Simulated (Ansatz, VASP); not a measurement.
**MgB2 in VASP and in Ansatz**

```xyz
3
Lattice="3.0850 0.0000 0.0000 -1.5425 2.6717 0.0000 0.0000 0.0000 3.5230" Properties=species:S:1:pos:R:3 pbc="T T T"
Mg    0.0000    0.0000    0.0000
B     0.0000    1.7811    1.7615
B     1.5425    0.8906    1.7615
```

Alike in both runs: task relaxation of cell and atoms; functional PBEsol; k mesh 15 × 15 × 12; occupations gaussian, width 0.1 eV; no spin polarisation.

```csv
,VASP,Ansatz
version,VASP 6.6.1,Ansatz 0.2.0
potentials or method,"VASP PAW PBE potentials, release 64 (Mg, B), cutoff 600 eV","scalar-relativistic, plane waves, PAW"
valence electrons in the cell,8,16
```

VASP gave:

| Quantity | Value |
| --- | --- |
| gap on the k mesh at the Fermi level, each at its own relaxed structure (eV) | none |
| relaxed volume (Å³/atom) | 9.48 |
| relaxed cell length with the largest relative difference (Å) | 3.502 |

Task: What did Ansatz give for the same quantities?

Result: gap on the k mesh at the Fermi level, each at its own relaxed structure (eV): none; relaxed volume (Å³/atom): 9.48; relaxed cell length with the largest relative difference (Å): 3.504.

VASP's potentials were made for PBE, not for PBEsol. A gap of «none» marks a metal or a gap that the smearing closes. VASP's potentials hold 8 valence electrons a cell and Ansatz's 16, so a difference there can come from the potentials and not from the codes.
